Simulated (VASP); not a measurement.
## NaLa: single point with b88 exchange, pbe correlation

NaLa:

```
CELL_PARAMETERS angstrom
3.78656 0.00000 0.00000
-1.89329 3.27926 0.00000
0.00000 0.00000 5.88098
ATOMIC_POSITIONS crystal
Na 0.00000 0.00000 0.00000
La 0.33333 0.66667 0.50000
```

* Program: VASP 6.6.1
* Task: single point
* Functional: b88 exchange, pbe correlation
* Potentials or basis: VASP PAW PBE potentials, release 64 (Na_pv, La)
* Cutoff: 500 eV
* k mesh: 7 × 7 × 4
* Occupations: gaussian, width 0.1 eV
* Spin: no spin polarisation

| Item | Value |
| --- | --- |
| Pressure | -0.2 GPa |
| Band gap on the k mesh | zero (bands 9 and 10 overlap by 0.43 eV) |

Stress tensor (GPa, compression positive):
```
-1.78  0.00  0.00
 0.00 -1.78  0.00
 0.00  0.00  3.03
```

Levels at points of the mesh, in eV from the Fermi level:
| k point | band 5 | band 6 | band 7 | band 8 | band 9 | band 10 | band 11 | band 12 | band 13 | band 14 |
| --- | --- | --- | --- | --- | --- | --- | --- | --- | --- | --- |
| (0.00, 0.00, 0.00) | -17.13 | -16.51 | -16.51 | -3.35 | -1.06 | 0.97 | 1.02 | 1.42 | 1.42 | 1.49 |
| (0.00, 0.00, 0.50) | -17.15 | -16.51 | -16.51 | -2.35 | -1.77 | 0.58 | 1.02 | 1.20 | 1.41 | 1.41 |

Wall time 16 s on 1 thread of Intel(R) Xeon(R) 6975P-C (Granite Rapids) (shared host), peak memory 0.2 GiB.

Caveat: the PAW data sets were made with another functional, which shifts forces and pressure a little; spin-orbit coupling is left out, which moves the levels of the heavy elements.
